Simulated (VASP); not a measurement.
Set up this calculation in VASP 6.6.1, as the native input.

```
Task                   : single point
Functional             : LDA
Potentials or basis    : VASP PAW LDA potentials, release 64 (As)
Cutoff                 : 520 eV
k mesh                 : 8 × 8 × 8
Occupations            : methfessel-paxton, width 0.1 eV
Spin                   : no spin polarisation
Dipole correction      : no
Further INCAR settings : ALGO = Normal; EDIFF = 1e-06; NBANDS = 8
```

The structure of As lies in POSCAR:

```
As
1.0
    0.0000000000      2.0870188709      2.0870188709
    2.0870188709      0.0000000000      2.0870188709
    2.0870188709      2.0870188709      0.0000000000
As
1
Direct
    0.0000000000      0.0000000000      0.0000000000
```

These files were run (other wordings do the same):

INCAR

```
PREC     = Accurate       # precision mode
ENCUT    = 520            # plane-wave cutoff, eV
EDIFF    = 1E-6           # SCF threshold, eV
ISMEAR   = 1              # smearing method
SIGMA    = 0.1            # smearing width, eV
LREAL    = F              # projectors in reciprocal space
LASPH    = T              # aspherical terms in the spheres
NELM     = 100            # most SCF steps
ALGO     = Normal         # electronic algorithm
ISIF     = 2              # what is computed and relaxed
LWAVE    = F              # write WAVECAR
LCHARG   = F              # write CHGCAR
NBANDS   = 8              # bands
```

KPOINTS

```
regular mesh
0
Gamma
  8 8 8
```

Potentials or basis: VASP PAW LDA potentials, release 64 (As).

Command:

```bash
$ cat potpaw_LDA.64/As/POTCAR > POTCAR
$ mpirun -np 1 vasp_std > vasp.out
```

Results of the run:

| Quantity | Value |
| --- | --- |
| Pressure | 1.2 GPa |

Wall time 2.5 s on 1 thread of AMD EPYC 9R45 96-Core Processor (Zen 5), with other jobs on the host, peak memory 0.09 GiB.
